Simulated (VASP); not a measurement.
Input of a VASP 6.6.1 run:

INCAR

```
SYSTEM = HfO2
ALGO = Normal ; EDIFF = 1E-6
ENCUT = 520 ; GGA = PS
ISIF = 2 ; ISMEAR = 0
LASPH = .TRUE. ; LCHARG = .FALSE.
LREAL = .FALSE. ; LWAVE = .FALSE.
NBANDS = 31 ; NELM = 100
PREC = Accurate ; SIGMA = 0.01
```

The input KPOINTS:

```
k-points
0
G
  6 6 8
  0 0 0
```

POSCAR

```
HfO2
1.0
    4.8301248088      0.0000000000      0.0000000000
    0.0000000000      4.8301248088      0.0000000000
    0.0000000000      0.0000000000      3.2097164562
Hf O
2 4
Direct
    0.0000000000      0.0000000000      0.0000000000
    0.5000000000      0.5000000000      0.5000000000
    0.1949699035      0.8050300965      0.5000000000
    0.3050300965      0.3050300965      0.0000000000
    0.6949699035      0.6949699035      0.0000000000
    0.8050300965      0.1949699035      0.5000000000
```

Potentials or basis: VASP PAW PBE potentials, release 64 (Hf_pv, O).

The run is started by

```bash
$ cat potpaw_PBE.64/Hf_pv/POTCAR potpaw_PBE.64/O/POTCAR > POTCAR
$ mpirun -np 1 vasp_std > vasp.out
```

Task: What does it give for the largest force?

Result: 0.047 eV/Å.

Task: What does it give for the pressure?

Result: -2.7 GPa.

Task: What does it give for the band gap on the k mesh?

Result: 3.84 eV, direct.

Stress tensor (GPa, compression positive):
```
-2.46  0.00  0.00
 0.00 -2.46  0.00
 0.00  0.00 -3.12
```

Caveat: the PAW data sets were made with another functional, which shifts forces and pressure a little; spin-orbit coupling is left out, which moves the levels of the heavy elements. A hybrid or GW would open this gap; PBEsol tends to underestimate it.
